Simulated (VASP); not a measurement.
Wanted: the native input for a VASP 6.6.1 run.

```yaml
Task: single point
Functional: PBE
Dispersion: D3(BJ)
Potentials_or_basis: VASP PAW PBE potentials, release 64 (Mg, O)
Cutoff: 520 eV
k_mesh: 8 × 8 × 8
Occupations: gaussian, width 0.1 eV
Spin: no spin polarisation
Dipole_correction: no
Further_INCAR_settings: ALGO = Normal; EDIFF = 1e-07; NBANDS = 11
```

The structure of MgO lies in POSCAR:

```
MgO
1.0
    0.0000000000      2.1351500000      2.1351500000
    2.1351500000      0.0000000000      2.1351500000
    2.1351500000      2.1351500000      0.0000000000
Mg O
1 1
Direct
    0.0000000000      0.0000000000      0.0000000000
    0.5000000000      0.5000000000      0.5000000000
```

The input as run:

INCAR

```
  PREC = Accurate
  ENCUT = 520
  EDIFF = 1E-7
  ISMEAR = 0
  SIGMA = 0.1
  LREAL = False
  LASPH = True
  NELM = 100
  ALGO = Normal
  ISIF = 2
  LWAVE = False
  LCHARG = True
  GGA = PE
  IVDW = 12
  LELF = True
  LVHAR = True
  NBANDS = 11
```

KPOINTS

```
regular mesh
0
Gamma
  8 8 8
```

Potentials or basis: VASP PAW PBE potentials, release 64 (Mg, O).

Launch:

```bash
$ cat potpaw_PBE.64/Mg/POTCAR potpaw_PBE.64/O/POTCAR > POTCAR
$ mpirun -np 1 vasp_std > vasp.out
```

Results of the run:

```yaml
Pressure: -7.2 GPa
Band_gap_on_the_k_mesh: 4.34 eV, direct
Dispersion_energy_per_atom: -0.281 eV
```

Run time: 4.7 s on 1 thread of Intel(R) Xeon(R) 6975P-C (Granite Rapids) (shared host), peak memory 0.15 GiB.
